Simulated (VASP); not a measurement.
BaMg2Sb2, 5 atoms in the cell. The structure is trigonal, space group P-3m1 (No. 164). Conventional cell: a = 4.082 Å, b = 4.082 Å, c = 6.700 Å, α = 90.00°, β = 90.00°, γ = 120.00°. Within 3.8 Å of Ba (site symmetry -3m) lie 6 Sb at 2.91 Å and 6 Mg at 3.44 Å. Mg (site symmetry 3m) has 4 Sb at 2.49 to 2.50 Å and 3 Mg at 2.91 Å within 3.3 Å. Within 3.3 Å of Sb (site symmetry 3m) lie 4 Mg at 2.49 to 2.50 Å and 3 Ba at 2.91 Å. 

```yaml
Program: VASP 6.6.1
Task: single point
Functional: r2SCAN
Potentials_or_basis: VASP PAW PBE potentials, release 64 (Ba_sv, Mg, Sb)
Cutoff: 660 eV
k_mesh: 6 × 6 × 4
Occupations: gaussian, width 0.02 eV
Spin: no spin polarisation
Dipole_correction: no
Further_INCAR_settings: ALGO = Normal; EDIFF = 1e-06; NBANDS = 20
```

Potentials or basis: VASP PAW PBE potentials, release 64 (Ba_sv, Mg, Sb).

Run with:

```console
$ cat potpaw_PBE.64/Ba_sv/POTCAR potpaw_PBE.64/Mg/POTCAR potpaw_PBE.64/Sb/POTCAR > POTCAR
$ cp INCAR.step1 INCAR
$ mpirun -np 1 vasp_std > vasp.out
$ cp INCAR.step2 INCAR
$ mpirun -np 1 vasp_std > vasp.out
```

Hardware: 1 thread of AMD EPYC 9R45 (Zen 5) (shared host).

**Question.** How long does it take, and how much memory?

**Answer.** Run time: 3.1 min on 1 thread of AMD EPYC 9R45 (Zen 5), on a shared host, peak memory 0.29 GiB. Counts: k points 24.
